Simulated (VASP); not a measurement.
A run of VASP 6.6.1:

Contents of INCAR:

```
PREC = Accurate
ENCUT = 520
EDIFF = 1E-6
ISMEAR = 0
SIGMA = 0.1
LREAL = False
LASPH = True
NELM = 100
ALGO = Fast
ISIF = 2
LWAVE = False
LCHARG = True
GGA = PE
LELF = True
LVHAR = True
NBANDS = 44
```

File KPOINTS:

```
regular mesh
0
Gamma
  12 12 8
```

The input POSCAR:

```
CoSn
1.0
    5.6143801013      0.0000000000      0.0000000000
   -2.8071900506      4.8621957942      0.0000000000
    0.0000000000      0.0000000000      4.1088851898
Co Sn
3 3
Direct
    0.0000000000      0.5000000000      0.0000000000
    0.5000000000      0.5000000000      0.0000000000
    0.5000000000      0.0000000000      0.0000000000
    0.6666666667      0.3333333333      0.5000000000
    0.3333333333      0.6666666667      0.5000000000
    0.0000000000      0.0000000000      0.0000000000
```

Potentials or basis: VASP PAW PBE potentials, release 64 (Co, Sn_d).

Launch:

```console
$ cat potpaw_PBE.64/Co/POTCAR potpaw_PBE.64/Sn_d/POTCAR > POTCAR
$ mpirun -np 1 vasp_std > vasp.out
```

Hardware: 1 thread of Intel(R) Xeon(R) 6975P-C (Granite Rapids), on a shared host.

**Question.** Estimate the wall time of this run.

**Answer.** Run time: 5.3 min on 1 thread of Intel(R) Xeon(R) 6975P-C (Granite Rapids) (shared host), peak memory 0.49 GiB. Counts: scf iterations 16, k points 95.
